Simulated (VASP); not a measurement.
# AgCl (P1) in VASP: further runs

Runs on AgCl. Level: PBE. Tasks: single point.

Everything below comes from runs of VASP 6.6.1. Logs are shortened: lines on timing, memory, paths and dates and some standing lists are left out, and cuts for length are marked.

**1. The cell of the first run**

The typed cell holds 16 atoms: a = 7.079 Å, b = 7.079 Å, c = 7.509 Å, α = 74.62°, β = 74.62°, γ = 67.59°.

**2. Single point, PBE (dynamics (nvt langevin) at 450 K, volume x 1.01, from the last frame before)**

INCAR reads:

```
SYSTEM = AgCl
ALGO = Normal
EDIFF = 1E-6
ENCUT = 520
GGA = PE
ISIF = 2
ISMEAR = -1
LASPH = .True.
LCHARG = .False.
LREAL = Auto
LWAVE = .False.
NBANDS = 86
NELM = 100
PREC = Accurate
SIGMA = 0.0388
```

KPOINTS reads:

```
Automatic mesh
0
Gamma
  2 2 2
  0.5 0.5 0.5
```

POSCAR reads:

```
AgCl
1.0
    1.8771253955      5.5750558207     -3.9370741147
    1.8771253955      5.5750558207      3.9370741147
    7.5085015821      0.0000000000      0.0000000000
Ag Cl
8 8
Direct
    0.7271867918      0.4852799919      0.2002768186
    0.2370029134      0.9828037072      0.2040987803
    0.7272495715      0.4921358873      0.7060891618
    0.2376623068      0.9716929386      0.6932525085
    0.7586264814      0.0223850708      0.3022249322
    0.2643544003      0.5178144498      0.2947004757
    0.7747087797      0.0174827502      0.8035935126
    0.2824245501      0.5178806205      0.7896773777
    0.4804529384      0.7597296216      0.4375682399
    0.0119066348      0.2642102418      0.4214057844
    0.5270094258      0.7568905440      0.9323143486
    0.0090175882      0.2908814718      0.9236772188
    1.0076310901      0.7405749034      0.0591570939
    0.4807394768      0.2477235433      0.0808625474
    0.9739391409      0.7270944101      0.5677968735
    0.4891064393      0.2331369120      0.5766907839
```

Potentials or basis: VASP PAW PBE potentials, release 64 (Ag, Cl).

Launch:

```
> cat potpaw_PBE.64/Ag/POTCAR potpaw_PBE.64/Cl/POTCAR > POTCAR
> mpirun -np 1 vasp_std > vasp.out
```

OUTCAR:

```text
SYSTEM = AgCl
   EDIFF = 1E-6
   ENCUT = 520
   GGA = PE
   ISIF = 2
   ISMEAR = -1
   LASPH = .True.
   LREAL = Auto
   NELM = 100
   PREC = Accurate

 ion  position               nearest neighbor table
   1  0.727  0.485  0.200-  11 2.67  10 2.69  12 2.72   9 2.76  13 2.99   6 3.09   5 3.09
   2  0.237  0.983  0.204-   9 2.57  10 2.66  11 2.82  14 2.84  12 2.91   6 3.12   5 3.19
   3  0.727  0.492  0.706-  11 2.61  12 2.65  15 2.69   9 2.83  10 2.88   8 2.99   7 3.15
   4  0.238  0.972  0.693-   9 2.59  11 2.80  10 2.82  16 2.86  12 2.92   8 3.01   7 3.07
   5  0.759  0.022  0.302-  14 2.67  16 2.74  15 2.76  13 2.82   9 3.02   1 3.09   2 3.19
   6  0.264  0.518  0.295-  14 2.58  13 2.64  15 2.77  10 2.82  16 2.86   1 3.09   2 3.12
   7  0.775  0.017  0.804-  16 2.72  13 2.73  15 2.78  11 2.83  14 2.87   4 3.07   3 3.15
   8  0.282  0.518  0.790-  16 2.64  13 2.76  14 2.79  12 2.80  15 2.81   3 2.99   4 3.01   9 3.06

   9  0.480  0.760  0.438-   2 2.57   4 2.59   1 2.76   3 2.83   5 3.02   8 3.06
  10  0.012  0.264  0.421-   2 2.66   1 2.69   6 2.82   4 2.82   3 2.88
  11  0.527  0.757  0.932-   3 2.61   1 2.67   4 2.80   2 2.82   7 2.83
  12  0.009  0.291  0.924-   3 2.65   1 2.72   8 2.80   2 2.91   4 2.92
  13  0.008  0.741  0.059-   6 2.64   7 2.73   8 2.76   5 2.82   1 2.99
  14  0.481  0.248  0.081-   6 2.58   5 2.67   8 2.79   2 2.84   7 2.87
  15  0.974  0.727  0.568-   3 2.69   5 2.76   6 2.77   7 2.78   8 2.81
  16  0.489  0.233  0.577-   8 2.64   7 2.72   5 2.74   6 2.86   4 2.86

  LATTYP: Found a base centered monoclinic cell.
 ALAT       =    11.7651769480
 B/A-ratio  =     0.6692758013
 C/A-ratio  =     0.6381970807
 COS(beta)  =    -0.3190985403

  Lattice vectors:

 A1 = (  -1.8771253955,  -5.5750558207,   3.9370741147)
 A2 = (  -1.8771253955,  -5.5750558207,  -3.9370741147)
 A3 = (   7.5085015821,   0.0000000000,   0.0000000000)

Analysis of symmetry for initial positions (statically):
=====================================================================
 Subroutine PRICEL returns:
 Original cell was already a primitive cell.

 Routine SETGRP: Setting up the symmetry group for a
 base centered monoclinic supercell.

 Subroutine GETGRP returns: Found  1 space group operations
 (whereof  1 operations were pure point group operations)
 out of a pool of  4 trial point group operations.

The static configuration has the point symmetry C_1 .

Analysis of symmetry for dynamics (positions and initial velocities):
=====================================================================
 Subroutine PRICEL returns:
 Original cell was already a primitive cell.

 Routine SETGRP: Setting up the symmetry group for a
 base centered monoclinic supercell.

[... 119 lines left out ...]
   POTIM  = 0.5000    time-step for ionic-motion
   TEBEG  =    0.0;   TEEND  =   0.0 temperature during run
   PSTRESS=    0.0 pullay stress
   NELECT =     144.0000    total number of electrons
   NUPDOWN=      -1.0000    fix difference up-down
   EMIN   =  10.00;   EMAX   =-10.00  energy-range for DOS
   EFERMI =   0.00;   METHOD = LEGACY
   ISMEAR =    -1;   SIGMA  =   0.04  broadening in eV -4-tet -1-fermi 0-gaus
   EFERMI_NEDOS =   21; number of points for ismear=-14 and -15
   IALGO  =     38    algorithm
   IMIX   =      4    mixing-type and parameters
     AMIX     =   0.40;   BMIX     =  1.00
     AMIX_MAG =   1.60;   BMIX_MAG =  1.00
  volume/ion in A,a.u.               =      20.60       139.02
  Fermi-wavevector in a.u.,A,eV,Ry     =   1.242206  2.347429 20.994821  1.543076
  Thomas-Fermi vector in A             =   2.376571
   LORBIT       =      0    0 simple, 1 ext, 2 COOP (PROOUT), +10 PAW based schemes
   GGA     = PE    functional components
   LHFCALC =     F    Hartree Fock is set to
   AEXX    =    0.0000 exact exchange contribution
   IVDW    =     0    specifies the selected vdW correction
   LEPSILON=     F    determine dielectric tensor
   LRPA    =     F    only Hartree local field effects (RPA)
 non-spin polarized calculation
  energy-cutoff  :      520.00
  volume of cell :      329.61
 maximum number of plane-waves:      8901
 NGX is ok and might be reduce to    54
   NGX = 27   NGY = 27   NGZ = 27

 number of electron     144.0000003 magnetization

 Free energy of the ion-electron system (eV)
  ---------------------------------------------------
  ext. energy  EPLUGINS =         0.00000000
  ---------------------------------------------------
  free energy    TOTEN  =       -42.37821440 eV

  energy without entropy =      -42.37821439  energy(sigma->0) =      -42.37821440

 E-fermi :   4.7553     XC(G=0): -10.1962

 val. band max:        3.9824873871   @ k =  -0.2500  -0.2500   0.2500
 cond. band min:       5.5197853664   @ k =   0.2500   0.2500   0.2500
 fundamental gap:      1.5372979794
 Fermi energy:         4.7552792099

 k-point     1 :       0.2500    0.2500    0.2500
  band No.  band energies     occupation
      1     -10.9623      2.00000
      2     -10.7006      2.00000
      3     -10.5370      2.00000
      4     -10.5098      2.00000
      5     -10.4755      2.00000
      6     -10.4220      2.00000
[... 337 lines left out ...]
     83      10.7420      0.00000
     84      10.8686      0.00000
 [bands above 84 left out]

------------------------ aborting loop because EDIFF is reached ----------------------------------------

  FORCE on cell =-STRESS in cart. coord.  units (eV):
  Direction    XX          YY          ZZ          XY          YZ          ZX
  --------------------------------------------------------------------------------------
  -------------------------------------------------------------------------------------
  Total        3.3429645      3.3854428      3.4327319     -0.1701146     -0.0735989      0.2151751
  in kB       16.2493602     16.4558369     16.6856984     -0.8268870     -0.3577469      1.0459152
  external PRESSURE =      16.4636319 kB  Pullay stress =       0.0000000 kB

 VOLUME and BASIS-vectors are now :
 -----------------------------------------------------------------------------
  energy-cutoff  :      520.00
  volume of cell :      329.61
      direct lattice vectors                 reciprocal lattice vectors
     1.877125396  5.575055821 -3.937074115     0.000000000  0.089685201 -0.126997863
     1.877125396  5.575055821  3.937074115     0.000000000  0.089685201  0.126997863
     7.508501582  0.000000000  0.000000000     0.133182365 -0.044842600  0.000000000

 POSITION                                       TOTAL-FORCE (eV/Angst)
 -----------------------------------------------------------------------------------
      3.77973      6.75957     -0.95241         0.040134     -0.026740     -0.100746
      3.82221      6.80049      2.93627        -0.419926     -0.112420      0.242947
      7.59061      6.79814     -0.92566        -0.256589     -0.197397     -0.196676
      7.47540      6.74222      2.88993         0.306425     -0.002450      0.329946
      3.73531      4.35418     -2.89864         0.036182      0.071733     -0.169066
      3.68099      4.36064      0.99789         0.325381      0.089304      0.090035
[... 8 lines left out ...]
      7.45636      9.48336     -0.97185        -0.220843      0.409819      0.183068
      5.68582      4.02655     -1.00777        -0.028233      0.077549     -0.114613
 -----------------------------------------------------------------------------------
    total drift:                               -0.000538     -0.003623      0.006537

  FREE ENERGIE OF THE ION-ELECTRON SYSTEM (eV)
  ---------------------------------------------------
  free  energy   TOTEN  =       -42.3782143969 eV

  energy  without entropy=      -42.3782143946  energy(sigma->0) =      -42.37821440
```

OSZICAR:

```text
N       E                     dE             d eps       ncg     rms          rms(c)
DAV:   1     0.107199277913E+04    0.10720E+04   -0.70547E+04   688   0.157E+03
DAV:   2     0.387228823089E+02   -0.10333E+04   -0.99002E+03   760   0.345E+02
DAV:   3    -0.425273187262E+02   -0.81250E+02   -0.79996E+02   770   0.918E+01
DAV:   4    -0.443510267738E+02   -0.18237E+01   -0.18175E+01   752   0.156E+01
DAV:   5    -0.443868960088E+02   -0.35869E-01   -0.35843E-01   770   0.217E+00    0.176E+01
DAV:   6    -0.423995385713E+02    0.19874E+01   -0.53455E+00   864   0.128E+01    0.123E+01
DAV:   7    -0.424078720300E+02   -0.83335E-02   -0.20413E+00   730   0.458E+00    0.528E+00
DAV:   8    -0.423781317890E+02    0.29740E-01   -0.13348E-01   784   0.181E+00    0.118E+00
DAV:   9    -0.423777540240E+02    0.37777E-03   -0.26807E-02   738   0.857E-01    0.182E-01
DAV:  10    -0.423780074351E+02   -0.25341E-03   -0.16159E-03   768   0.137E-01    0.108E-01
DAV:  11    -0.423781817262E+02   -0.17429E-03   -0.21733E-04   786   0.833E-02    0.403E-02
DAV:  12    -0.423782134969E+02   -0.31771E-04   -0.66804E-05   744   0.447E-02    0.173E-02
DAV:  13    -0.423782150402E+02   -0.15433E-05   -0.12731E-05   786   0.151E-02    0.100E-02
DAV:  14    -0.423782143969E+02    0.64335E-06   -0.42035E-06   608   0.810E-03
   1 F= -.42378214E+02 E0= -.42378214E+02  d E =-.228231E-08
```

Wall time 2.1 min (1 thread of Intel Xeon Platinum 8488C (Sapphire Rapids), shared host); peak memory 0.42 GiB.

What came out:

* Free energy: -42.3782 eV
* Pressure: 1.6 GPa
* Largest force: 0.623 eV/Å
* Band gap on the k mesh: 1.54 eV, indirect (least direct gap 1.60 eV)

Forces on the atoms (eV/Å):
```
Ag   0.040 -0.027 -0.101
Ag  -0.420 -0.112  0.243
Ag  -0.257 -0.197 -0.197
Ag   0.306 -0.002  0.330
Ag   0.036  0.072 -0.169
Ag   0.325  0.089  0.090
Ag  -0.003  0.075  0.011
Ag   0.052 -0.017  0.108
Cl   0.051  0.104 -0.418
Cl   0.171 -0.295  0.116
Cl   0.193 -0.056  0.375
Cl   0.037 -0.401 -0.475
Cl  -0.078  0.178  0.379
Cl  -0.204  0.103 -0.363
Cl  -0.221  0.410  0.183
Cl  -0.028  0.078 -0.115
```

Stress tensor (GPa, compression positive):
```
 1.62 -0.08  0.10
-0.08  1.65 -0.04
 0.10 -0.04  1.67
```

 A k mesh can miss the band edges.

**3. Single point, PBE (dynamics (nvt langevin) at 450 K, volume x 1.01, from the last frame before)**

INCAR reads:

```
ALGO     = Normal         # electronic algorithm
EDIFF    = 1E-6           # SCF threshold, eV
ENCUT    = 520            # plane-wave cutoff, eV
GGA      = PE             # functional
ISIF     = 2              # what is computed and relaxed
ISMEAR   = -1             # smearing method
LASPH    = True           # aspherical terms in the spheres
LCHARG   = False          # write CHGCAR
LREAL    = Auto         
LWAVE    = False          # write WAVECAR
NBANDS   = 86             # bands
NELM     = 100            # most SCF steps
PREC     = Accurate       # precision mode
SIGMA    = 0.0388         # smearing width, eV
```

KPOINTS is that of step 2.

POSCAR reads:

```
AgCl
1.0
    1.8771253955      5.5750558207     -3.9370741147
    1.8771253955      5.5750558207      3.9370741147
    7.5085015821      0.0000000000      0.0000000000
Ag Cl
8 8
Direct
    0.7269591807      0.4921604512      0.2038137120
    0.2342334653      0.9862233730      0.2053488912
    0.7281010957      0.5093132409      0.7122549107
    0.2419847976      0.9685151897      0.6902147753
    0.7538160390      0.0205606021      0.2953057833
    0.2584588149      0.5129930123      0.2949769883
    0.7802819587      0.0113228506      0.8053844623
    0.2898932634      0.5178755096      0.7806521259
    0.4657090035      0.7442338593      0.4404028539
    0.0096199419      0.2663649181      0.4191669638
    0.5256853727      0.7645533677      0.9408989286
    0.0145317016      0.3008486383      0.9123376322
    1.0221717860      0.7512490223      0.0417093558
    0.4796998242      0.2459434932      0.0899395830
    0.9638217179      0.7276305838      0.5523281688
    0.4937371902      0.2292740458      0.5833124225
```

Potentials or basis: VASP PAW PBE potentials, release 64 (Ag, Cl).

Launch:

```
> cat potpaw_PBE.64/Ag/POTCAR potpaw_PBE.64/Cl/POTCAR > POTCAR
> mpirun -np 1 vasp_std > vasp.out
```

Wall time 2.1 min (1 thread of Intel Xeon Platinum 8488C (Sapphire Rapids), shared host); peak memory 0.42 GiB.

Results (log left out):

```
Free energy            : -42.2160 eV
Pressure               : 2.3 GPa
Largest force          : 0.771 eV/Å
Band gap on the k mesh : 1.54 eV, indirect (least direct gap 1.62 eV)
```

Forces on the atoms (eV/Å):
```
Ag  -0.063 -0.029 -0.256
Ag  -0.476 -0.109  0.334
Ag  -0.329 -0.500 -0.180
Ag   0.339  0.076  0.389
Ag   0.148  0.101 -0.201
Ag   0.373  0.122  0.139
Ag  -0.096  0.117  0.111
Ag   0.146 -0.052  0.129
Cl   0.192  0.243 -0.359
Cl   0.111 -0.347  0.087
Cl   0.213 -0.034  0.309
Cl   0.220 -0.450 -0.459
Cl  -0.119  0.080  0.324
Cl  -0.285  0.170 -0.375
Cl  -0.301  0.647  0.292
Cl  -0.072 -0.035 -0.285
```

Stress tensor (GPa, compression positive):
```
 2.19 -0.15  0.27
-0.15  2.42 -0.01
 0.27 -0.01  2.41
```

Levels at points of the mesh, in eV from the valence-band top:
```csv
k point,band 68,band 69,band 70,band 71,band 72,band 73,band 74,band 75,band 76,band 77
"(0.25, 0.25, 0.25)",-0.43,-0.33,-0.27,-0.12,-0.07,1.54,2.89,3.14,3.27,3.78
```

 A k mesh can miss the band edges.

(Continued in part 2 of 2.)
